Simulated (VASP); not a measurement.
Write the native input for VASP 6.6.1 that does the following.

```
Task                   : single point
Functional             : PBE
Potentials or basis    : VASP PAW PBE potentials, release 64 (B, N, H)
Cutoff                 : 520 eV
k mesh                 : 3 × 3 × 2, shifted
Occupations            : gaussian, width 0.01 eV
Spin                   : collinear spin
Starting moments       : [0.077, 0.077, 0.0, 0.077, 0.0, 0.077, 0.077, 0.077, 0.077, 0.077, 0.0, 0.077, 0.0, 0.077, 0.077, 0.077, 0.077] μB
Dipole correction      : no
Further INCAR settings : LREAL = Auto; ALGO = Normal; EDIFF = 1e-07; NBANDS = 50
```

The structure of B8HN8 (a cell with a defect) lies in POSCAR:

```
B8HN8
1.0
    2.5121811436      4.3512253786      0.0000000000
    2.5121811436     -4.3512253786      0.0000000000
    0.0000000000      0.0000000000     -8.3431635353
B N H
8 8 1
Direct
    0.1666877650      0.3333755301      0.7144182770
    0.1666877650      0.8333122350      0.7144182770
    0.6666666667      0.3333333333      0.7137347335
    0.6666244699      0.8333122350      0.7144182770
    0.3333333333      0.6666666667      0.2862652665
    0.3333755301      0.1666877650      0.2855817230
    0.8333122350      0.6666244699      0.2855817230
    0.8333122350      0.1666877650      0.2855817230
    0.1667231935      0.3334463871      0.2862916684
    0.1667231935      0.8332768065      0.2862916684
    0.6666666667      0.3333333333      0.2848090536
    0.6665536129      0.8332768065      0.2862916684
    0.3333333333      0.6666666667      0.7151909464
    0.3334463871      0.1667231935      0.7137083316
    0.8332768065      0.6665536129      0.7137083316
    0.8332768065      0.1667231935      0.7137083316
    0.0000000000      0.0000000000      0.0000000000
```

This cell differs from its parent crystal: with an interstitial atom, then relaxed in part.

One way to write it, as run:

INCAR

```
PREC     = Accurate       # precision mode
ENCUT    = 520            # plane-wave cutoff, eV
EDIFF    = 1E-7           # SCF threshold, eV
ISMEAR   = 0              # smearing method
SIGMA    = 0.01           # smearing width, eV
LREAL    = Auto         
LASPH    = T              # aspherical terms in the spheres
NELM     = 150            # most SCF steps
ALGO     = Normal         # electronic algorithm
ISIF     = 2              # what is computed and relaxed
LWAVE    = F              # write WAVECAR
LCHARG   = T              # write CHGCAR
ISPIN    = 2              # spin polarisation
MAGMOM   = 0.077 0.077 0 0.077 0 0.077 0.077 0.077 0.077 0.077 0 0.077 0 0.077 0.077 0.077 0.077 # initial moments
LORBIT   = 11             # projections on sites
GGA      = PE             # functional
LELF     = T              # ELF
LVHAR    = T            
NBANDS   = 50             # bands
```

KPOINTS

```
Automatic mesh
0
Gamma
  3 3 2
  0 0 0.5
```

Potentials or basis: VASP PAW PBE potentials, release 64 (B, N, H).

Run with:

```bash
$ cat potpaw_PBE.64/B/POTCAR potpaw_PBE.64/N/POTCAR potpaw_PBE.64/H/POTCAR > POTCAR
$ mpirun -np 1 vasp_std > vasp.out
```

It gave:

- Pressure: 0.5 GPa
- Largest force: 0.019 eV/Å
- Band gap on the k mesh: 2.84 eV
- Net moment: 1.00 μB per cell
- Site moments: B -0.00, +0.00 (each value once); N +0.01, +0.00 (each value once); H +0.38 μB
- Valence electrons inside the program's atomic spheres: B 2.15; N 4.01; H 0.39

Caveat: the k points lie up to 0.48 Å⁻¹ apart; the cell differs from its parent crystal (with an interstitial atom, then relaxed in part).

Wall time 5.9 min on 1 thread of Intel Xeon 8259CL, with other jobs on the host, peak memory 0.39 GiB.
